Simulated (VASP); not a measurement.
# SnO2 (Fd-3m) in VASP: single point with PBEsol

Aim: the single point of SnO2 with PBEsol.

Everything below comes from runs of VASP 6.6.1. Logs are shortened: lines on timing, memory, paths and dates and some standing lists are left out, and cuts for length are marked.

### 1 The cell of the first run

Symmetry: Fd-3m, No. 227, cubic system. Conventional cell: a = 9.047 Å, b = 9.047 Å, c = 9.047 Å, α = 90.00°, β = 90.00°, γ = 90.00°. Within 2.8 Å of Sn (site symmetry -3m) lie 6 O at 2.13 Å. Within 2.8 Å of O (site symmetry 3m) lie 3 Sn at 2.13 Å and 3 O at 2.80 Å.

### 2 Single point, PBEsol

INCAR

```
SYSTEM = SnO2
PREC     = Accurate       ! precision mode
ENCUT    = 600            ! plane-wave cutoff, eV
EDIFF    = 1E-6           ! SCF threshold, eV
ISMEAR   = 0              ! smearing method
SIGMA    = 0.01           ! smearing width, eV
LREAL    = .False.        ! projectors in reciprocal space
LASPH    = .True.         ! aspherical terms in the spheres
NELM     = 120            ! most SCF steps
ALGO     = Normal         ! electronic algorithm
ISIF     = 2              ! what is computed and relaxed
LWAVE    = .False.        ! write WAVECAR
LCHARG   = .True.         ! write CHGCAR
GGA      = PS             ! functional
LELF     = .True.         ! ELF
LVHAR    = .True.       
NBANDS   = 64             ! bands
GGA_COMPAT= .False.
```

KPOINTS

```
Automatic mesh
0
Gamma
  3 3 3
  0 0 0
```

POSCAR

```
SnO2
1.0
    0.0000000000      4.5234700000      4.5234700000
    4.5234700000      0.0000000000      4.5234700000
    4.5234700000      4.5234700000      0.0000000000
Sn O
4 8
Direct
    0.6250000000      0.6250000000      0.1250000000
    0.6250000000      0.6250000000      0.6250000000
    0.1250000000      0.6250000000      0.6250000000
    0.6250000000      0.1250000000      0.6250000000
    0.3907600000      0.3907600000      0.3907600000
    0.8592400000      0.8592400000      0.4222800000
    0.8592400000      0.4222800000      0.8592400000
    0.4222800000      0.8592400000      0.8592400000
    0.8592400000      0.8592400000      0.8592400000
    0.8277200000      0.3907600000      0.3907600000
    0.3907600000      0.8277200000      0.3907600000
    0.3907600000      0.3907600000      0.8277200000
```

Potentials or basis: VASP PAW PBE potentials, release 64 (Sn_d, O).

Launch:

```bash
cat potpaw_PBE.64/Sn_d/POTCAR potpaw_PBE.64/O/POTCAR > POTCAR
mpirun -np 1 vasp_std > vasp.out
```

OUTCAR:

```text
SYSTEM = SnO2
   PREC = Accurate
   ENCUT = 600
   EDIFF = 1E-6
   ISMEAR = 0
   LREAL = .False.
   LASPH = .True.
   NELM = 120
   ISIF = 2
   GGA = PS

 ion  position               nearest neighbor table
   1  0.625  0.625  0.125-   5 2.13   7 2.13   8 2.13   9 2.13  10 2.13  11 2.13   2 3.20   2 3.20
                             3 3.20   4 3.20   4 3.20   3 3.20
   2  0.625  0.625  0.625-   6 2.13  12 2.13   8 2.13  10 2.13  11 2.13   7 2.13   1 3.20   3 3.20
                             4 3.20   1 3.20   4 3.20   3 3.20
   3  0.125  0.625  0.625-   5 2.13   6 2.13   7 2.13   9 2.13  11 2.13  12 2.13   2 3.20   1 3.20
                             4 3.20   1 3.20   2 3.20   4 3.20
   4  0.625  0.125  0.625-   5 2.13   6 2.13   8 2.13   9 2.13  10 2.13  12 2.13   2 3.20   1 3.20
                             1 3.20   2 3.20   3 3.20   3 3.20
   5  0.391  0.391  0.391-   1 2.13   3 2.13   4 2.13
   6  0.859  0.859  0.422-   2 2.13   3 2.13   4 2.13
   7  0.859  0.422  0.859-   1 2.13   3 2.13   2 2.13
   8  0.422  0.859  0.859-   1 2.13   4 2.13   2 2.13
   9  0.859  0.859  0.859-   1 2.13   3 2.13   4 2.13
  10  0.828  0.391  0.391-   1 2.13   4 2.13   2 2.13
  11  0.391  0.828  0.391-   1 2.13   3 2.13   2 2.13
  12  0.391  0.391  0.828-   2 2.13   3 2.13   4 2.13

  LATTYP: Found a face centered cubic cell.
 ALAT       =     9.0469400000

  Lattice vectors:

 A1 = (   0.0000000000,   4.5234700000,   4.5234700000)
 A2 = (   4.5234700000,   0.0000000000,   4.5234700000)
 A3 = (   4.5234700000,   4.5234700000,   0.0000000000)

Analysis of symmetry for initial positions (statically):
=====================================================================
 Subroutine PRICEL returns:
 Original cell was already a primitive cell.

 Routine SETGRP: Setting up the symmetry group for a
 face centered cubic supercell.

 Subroutine GETGRP returns: Found 48 space group operations
 (whereof 24 operations were pure point group operations)
 out of a pool of 48 trial point group operations.

The static configuration has the point symmetry T_d .
 The point group associated with its full space group is O_h .

Analysis of symmetry for dynamics (positions and initial velocities):
=====================================================================
 Subroutine PRICEL returns:
 Original cell was already a primitive cell.

 Routine SETGRP: Setting up the symmetry group for a
 face centered cubic supercell.

 Subroutine GETGRP returns: Found 48 space group operations
 (whereof 24 operations were pure point group operations)
 out of a pool of 48 trial point group operations.

The dynamic configuration has the point symmetry T_d .
 The point group associated with its full space group is O_h .

 Subroutine INISYM returns: Found 48 space group operations
 (whereof 24 operations are pure point group operations),
 and found     1 'primitive' translations

----------------------------------------------------------------------------------------

                                     Primitive cell

  volume of cell :     185.1165

  direct lattice vectors                    reciprocal lattice vectors
     0.000000000  4.523470000  4.523470000    -0.110534612  0.110534612  0.110534612
     4.523470000  0.000000000  4.523470000     0.110534612 -0.110534612  0.110534612
     4.523470000  4.523470000  0.000000000     0.110534612  0.110534612 -0.110534612

  length of vectors
     6.397152623  6.397152623  6.397152623     0.191451563  0.191451563  0.191451563

  position of ions in fractional coordinates (direct lattice)
     0.625000000  0.625000000  0.125000000
     0.625000000  0.625000000  0.625000000
     0.125000000  0.625000000  0.625000000
     0.625000000  0.125000000  0.625000000
     0.390760000  0.390760000  0.390760000
     0.859240000  0.859240000  0.422280000
     0.859240000  0.422280000  0.859240000
     0.422280000  0.859240000  0.859240000
     0.859240000  0.859240000  0.859240000
     0.827720000  0.390760000  0.390760000
     0.390760000  0.827720000  0.390760000
     0.390760000  0.390760000  0.827720000

  ion indices of the primitive-cell ions
   primitive index   ion index
                 1           1
                 2           2
                 3           3
                 4           4
                 5           5
                 6           6
                 7           7
                 8           8
                 9           9
                10          10
                11          11
                12          12

----------------------------------------------------------------------------------------

 KPOINTS: Automatic mesh

Automatic generation of k-mesh.
 Grid dimensions read from file:
 generate k-points for:    3    3    3

 Generating k-lattice:

  Cartesian coordinates                     Fractional coordinates (reciprocal lattice)
    -0.036844871  0.036844871  0.036844871     0.333333333  0.000000000  0.000000000
     0.036844871 -0.036844871  0.036844871     0.000000000  0.333333333  0.000000000
     0.036844871  0.036844871 -0.036844871     0.000000000  0.000000000  0.333333333

  Length of vectors
     0.063817188  0.063817188  0.063817188

  Shift w.r.t. Gamma in fractional coordinates (k-lattice)
     0.000000000  0.000000000  0.000000000

 Subroutine IBZKPT returns following result:
 ===========================================

 Found      4 irreducible k-points:

 Following reciprocal coordinates:
            Coordinates               Weight
  0.000000  0.000000  0.000000      1.000000
  0.333333  0.000000  0.000000      8.000000
  0.333333  0.333333  0.000000      6.000000
 -0.333333  0.333333  0.000000     12.000000
   k-points           NKPTS =      4   k-points in BZ     NKDIM =      4   number of bands    NBANDS=     64
   number of dos      NEDOS =    301   number of ions     NIONS =     12
   total plane-waves  NPLWV = 157464
   dimension x,y,z NGX =    54 NGY =   54 NGZ =   54
   dimension x,y,z NGXF=   108 NGYF=  108 NGZF=  108
   ions per type =               4   8
   NGX,Y,Z   is equivalent  to a cutoff of  14.03, 14.03, 14.03 a.u.
   NGXF,Y,Z  is equivalent  to a cutoff of  28.07, 28.07, 28.07 a.u.
 SYSTEM =  SnO2
   PREC   = accura    normal or accurate (medium, high low for compatibility)
   ISTART =      0    job   : 0-new  1-cont  2-samecut
   ICHARG =      2    charge: 1-file 2-atom 10-const
   ISPIN  =      1    spin polarized calculation?
   LNONCOLLINEAR =      F non collinear calculations
   LSORBIT =      F    spin-orbit coupling
   LASPH  =      T    aspherical Exc in radial PAW
   ENCUT  =  600.0 eV  44.10 Ry    6.64 a.u.  12.78 12.78 12.78*2*pi/ulx,y,z
   NELM   =    120;   NELMIN=  2; NELMDL= -5     # of ELM steps
   EDIFF  = 0.1E-05   stopping-criterion for ELM
   LREAL  =      F    real-space projection
   EDIFFG = 0.1E-04   stopping-criterion for IOM
   NSW    =      0    number of steps for IOM
   IBRION =     -1    ionic relax: 0-MD 1-quasi-New 2-CG
   NFREE  =      0    steps in history (QN), initial steepest desc. (CG)
   ISIF   =      2    stress and relaxation
   ISYM   =      2    0-nonsym 1-usesym 2-fastsym
   POTIM  = 0.5000    time-step for ionic-motion
   TEBEG  =    0.0;   TEEND  =   0.0 temperature during run
   PSTRESS=    0.0 pullay stress
   NELECT =     104.0000    total number of electrons
   NUPDOWN=      -1.0000    fix difference up-down
   EMIN   =  10.00;   EMAX   =-10.00  energy-range for DOS
   EFERMI =   0.00;   METHOD = LEGACY
   ISMEAR =     0;   SIGMA  =   0.01  broadening in eV -4-tet -1-fermi 0-gaus
   EFERMI_NEDOS =   21; number of points for ismear=-14 and -15
   IALGO  =     38    algorithm
   IMIX   =      4    mixing-type and parameters
     AMIX     =   0.40;   BMIX     =  1.00
     AMIX_MAG =   1.60;   BMIX_MAG =  1.00
  volume/ion in A,a.u.               =      15.43       104.10
  Fermi-wavevector in a.u.,A,eV,Ry     =   1.350841  2.552719 24.827522  1.824771
  Thomas-Fermi vector in A             =   2.478312
   LORBIT       =      0    0 simple, 1 ext, 2 COOP (PROOUT), +10 PAW based schemes
   GGA     = PS    functional components
   LHFCALC =     F    Hartree Fock is set to
   AEXX    =    0.0000 exact exchange contribution
   IVDW    =     0    specifies the selected vdW correction
   LEPSILON=     F    determine dielectric tensor
   LRPA    =     F    only Hartree local field effects (RPA)
 non-spin polarized calculation
 Gauss-broadening in eV      SIGMA  =   0.01
  energy-cutoff  :      600.00
  volume of cell :      185.12
 maximum number of plane-waves:      6183
 NGX is ok and might be reduce to    54
   NGX = 25   NGY = 25   NGZ = 25

 number of electron     103.9999998 magnetization

 Free energy of the ion-electron system (eV)
  ---------------------------------------------------
  ext. energy  EPLUGINS =         0.00000000
  ---------------------------------------------------
  free energy    TOTEN  =       -76.70100614 eV

  energy without entropy =      -76.70100614  energy(sigma->0) =      -76.70100614

 E-fermi :   2.4733     XC(G=0):  -9.7511

 val. band max:        2.4265462328   @ k =   0.0000   0.0000   0.0000
 cond. band min:       4.1805891009   @ k =   0.0000   0.0000   0.0000
 fundamental gap:      1.7540428681
 Fermi energy:         2.4733089392

 k-point     1 :       0.0000    0.0000    0.0000
  band No.  band energies     occupation
      1     -18.0800      2.00000
      2     -18.0800      2.00000
      3     -18.0800      2.00000
      4     -17.5496      2.00000
      5     -17.3525      2.00000
      6     -17.3525      2.00000
[... 56 lines left out ...]
     63      13.2928      0.00000
     64      13.7938      0.00000

 k-point     2 :       0.3333    0.0000    0.0000
  band No.  band energies     occupation
      1     -18.0661      2.00000
      2     -17.9225      2.00000
      3     -17.9225      2.00000
      4     -17.4632      2.00000
      5     -17.4632      2.00000
      6     -17.4605      2.00000
[... 56 lines left out ...]
     63      12.4360      0.00000
     64      12.7015      0.00000

 k-point     3 :       0.3333    0.3333    0.0000
  band No.  band energies     occupation
      1     -17.9419      2.00000
      2     -17.9419      2.00000
      3     -17.9187      2.00000
      4     -17.5473      2.00000
      5     -17.4036      2.00000
      6     -17.3781      2.00000
[... 56 lines left out ...]
     63      12.4911      0.00000
     64      12.5998      0.00000

 k-point     4 :      -0.3333    0.3333    0.0000
  band No.  band energies     occupation
      1     -17.9618      2.00000
      2     -17.8468      2.00000
      3     -17.7354      2.00000
      4     -17.6579      2.00000
      5     -17.5625      2.00000
      6     -17.4017      2.00000
[... 56 lines left out ...]
     63      12.1825      0.00000
     64      12.3949      0.00000

------------------------ aborting loop because EDIFF is reached ----------------------------------------

  FORCE on cell =-STRESS in cart. coord.  units (eV):
  Direction    XX          YY          ZZ          XY          YZ          ZX
  --------------------------------------------------------------------------------------
  -------------------------------------------------------------------------------------
  Total       -4.8451989     -4.8451989     -4.8451989     -0.0000000      0.0000000      0.0000000
  in kB      -41.9350390    -41.9350390    -41.9350390     -0.0000000      0.0000000      0.0000000
  external PRESSURE =     -41.9350390 kB  Pullay stress =       0.0000000 kB

 VOLUME and BASIS-vectors are now :
 -----------------------------------------------------------------------------
  energy-cutoff  :      600.00
  volume of cell :      185.12
      direct lattice vectors                 reciprocal lattice vectors
     0.000000000  4.523470000  4.523470000    -0.110534612  0.110534612  0.110534612
     4.523470000  0.000000000  4.523470000     0.110534612 -0.110534612  0.110534612
     4.523470000  4.523470000  0.000000000     0.110534612  0.110534612 -0.110534612

 POSITION                                       TOTAL-FORCE (eV/Angst)
 -----------------------------------------------------------------------------------
      3.39260      3.39260      5.65434        -0.000000     -0.000000     -0.000000
      5.65434      5.65434      5.65434        -0.000000     -0.000000     -0.000000
      5.65434      3.39260      3.39260        -0.000000     -0.000000     -0.000000
      3.39260      5.65434      3.39260        -0.000000     -0.000000     -0.000000
      3.53518      3.53518      3.53518         0.174970      0.174970      0.174970
      5.79692      5.79692      7.77349         0.174970      0.174970     -0.174970
      5.79692      7.77349      5.79692         0.174970     -0.174970      0.174970
      7.77349      5.79692      5.79692        -0.174970      0.174970      0.174970
      7.77349      7.77349      7.77349        -0.174970     -0.174970     -0.174970
      3.53518      5.51176      5.51176         0.174970     -0.174970     -0.174970
      5.51176      3.53518      5.51176        -0.174970      0.174970     -0.174970
      5.51176      5.51176      3.53518        -0.174970     -0.174970      0.174970
 -----------------------------------------------------------------------------------
    total drift:                               -0.000000     -0.000000      0.000000

  FREE ENERGIE OF THE ION-ELECTRON SYSTEM (eV)
  ---------------------------------------------------
  free  energy   TOTEN  =       -76.7010061392 eV

  energy  without entropy=      -76.7010061392  energy(sigma->0) =      -76.70100614
```

Wall time 3.1 min (1 thread of AMD EPYC 7R43 (Zen 3), shared host); peak memory 0.34 GiB.

Results:

- Free energy: -76.7010 eV
- Pressure: -4.2 GPa
- Largest force: 0.303 eV/Å
- Band gap on the k mesh: 1.75 eV

Forces on the atoms (eV/Å):
```
Sn   0.000  0.000  0.000
Sn   0.000  0.000  0.000
Sn   0.000  0.000  0.000
Sn   0.000  0.000  0.000
O    0.175  0.175  0.175
O    0.175  0.175 -0.175
O    0.175 -0.175  0.175
O   -0.175  0.175  0.175
O   -0.175 -0.175 -0.175
O    0.175 -0.175 -0.175
O   -0.175  0.175 -0.175
O   -0.175 -0.175  0.175
```

Caveat: the cell stands under tension; the PAW data sets were made with another functional, which shifts forces and pressure a little; spin-orbit coupling is left out, which moves the levels of the heavy elements.
